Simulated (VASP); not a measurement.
A run of VASP 6.6.1 is set up as follows.

Contents of INCAR:

```
  PREC = Accurate
  ENCUT = 520
  EDIFF = 1E-8
  ISMEAR = -1
  SIGMA = 0.03
  LREAL = F
  LASPH = T
  NELM = 100
  ALGO = Normal
  ISIF = 2
  LWAVE = F
  LCHARG = F
  LEFG = T
  NBANDS = 12
```

Contents of KPOINTS:

```
regular mesh
0
Gamma
  10 10 10
```

Contents of POSCAR:

```
LiF
1.0
    0.0000000000      2.0341400000      2.0140000000
    2.0341400000      0.0000000000      2.0140000000
    2.0341400000      2.0341400000      0.0000000000
Li F
1 1
Direct
    0.0000000000      0.0000000000      0.0000000000
    0.5000000000      0.5000000000      0.5000000000
```

Potentials or basis: VASP PAW LDA potentials, release 64 (Li_sv, F).

The run is started by

```sh
$ cat potpaw_LDA.64/Li_sv/POTCAR potpaw_LDA.64/F/POTCAR > POTCAR
$ mpirun -np 1 vasp_std > vasp.out
```

Question: What does it give for the band gap on the k mesh?

Answer: 8.65 eV, direct.

Electric field gradients, principal values (V/Å²):
| atom | least | middle | greatest (by size) |
| --- | --- | --- | --- |
| 1 Li | 0.023 | 0.025 | -0.048 |
| 2 F | 0.180 | 0.181 | -0.361 |

Caveat: the cell differs from its parent crystal (equal xx and yy strain of +1 %); without QUAD_EFG the Cq values of the log hold for a quadrupole moment of 1 mb, not for the nuclei. A k mesh can miss the band edges.
